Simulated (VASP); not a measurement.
Here is a VASP 6.6.1 calculation.

File POSCAR:

```
PbO2
1.0
    5.0136127052      0.0000000000      0.0000000000
    0.0000000000      5.0136127052      0.0000000000
    0.0000000000      0.0000000000      3.4072042141
Pb O
2 4
Direct
    0.0000000000      0.0000000000      0.0000000000
    0.5000000000      0.5000000000      0.5000000000
    0.3075270532      0.3075270532      0.0000000000
    0.8075270532      0.1924729468      0.5000000000
    0.1924729468      0.8075270532      0.5000000000
    0.6924729468      0.6924729468      0.0000000000
```

File INCAR.step1:

```
SYSTEM = PbO2
PREC     = Accurate       ! precision mode
ENCUT    = 520            ! plane-wave cutoff, eV
ISMEAR   = 0              ! smearing method
SIGMA    = 0.05           ! smearing width, eV
LREAL    = .False.        ! projectors in reciprocal space
LASPH    = .True.         ! aspherical terms in the spheres
NELM     = 60             ! most SCF steps
NBANDS   = 35             ! bands
GGA      = PE             ! functional
ALGO     = Normal         ! electronic algorithm
EDIFF    = 1E-4           ! SCF threshold, eV
LWAVE    = .True.         ! write WAVECAR
LCHARG   = .False.        ! write CHGCAR
```

INCAR.step2

```
SYSTEM = PbO2
PREC     = Accurate       ! precision mode
ENCUT    = 520            ! plane-wave cutoff, eV
EDIFF    = 1E-6           ! SCF threshold, eV
ISMEAR   = 0              ! smearing method
SIGMA    = 0.05           ! smearing width, eV
LREAL    = .False.        ! projectors in reciprocal space
LASPH    = .True.         ! aspherical terms in the spheres
NELM     = 60             ! most SCF steps
ALGO     = Normal         ! electronic algorithm
ISIF     = 2              ! what is computed and relaxed
LWAVE    = .False.        ! write WAVECAR
LCHARG   = .True.         ! write CHGCAR
METAGGA  = R2SCAN         ! meta-GGA
LMIXTAU  = .True.       
IVDW     = 13             ! dispersion correction
VDW_S6   = 1.0          
VDW_S8   = 0.6018749    
VDW_A1   = 0.51559235   
VDW_A2   = 5.77342911   
LELF     = .True.         ! ELF
LVHAR    = .True.       
NBANDS   = 35             ! bands
ISTART   = 1
```

Contents of KPOINTS:

```
regular mesh
0
Gamma
  6 6 8
  0 0 0
```

Potentials or basis: VASP PAW PBE potentials, release 64 (Pb_d, O).

Run with:

```bash
$ cat potpaw_PBE.64/Pb_d/POTCAR potpaw_PBE.64/O/POTCAR > POTCAR
$ cp INCAR.step1 INCAR
$ mpirun -np 1 vasp_std > vasp.out
$ cp INCAR.step2 INCAR
$ mpirun -np 1 vasp_std > vasp.out
```

Problem. What does it give for the dispersion energy per atom?

Solution. -0.094 eV.

Problem. Predict the band gap on the k mesh.

Solution. 0.10 eV (least direct gap 0.29 eV).

Problem. Predict the pressure.

Solution. -1.7 GPa.

Forces in eV/Å, atoms in the order of the input:
```
Pb   0.000  0.000  0.000
Pb   0.000  0.000  0.000
O   -0.010 -0.010  0.000
O   -0.010  0.010  0.000
O    0.010 -0.010  0.000
O    0.010  0.010  0.000
```

Caveat: the PAW data sets were made with another functional, which shifts forces and pressure a little; spin-orbit coupling is left out, which moves the levels of the heavy elements. A k mesh can miss the band edges.
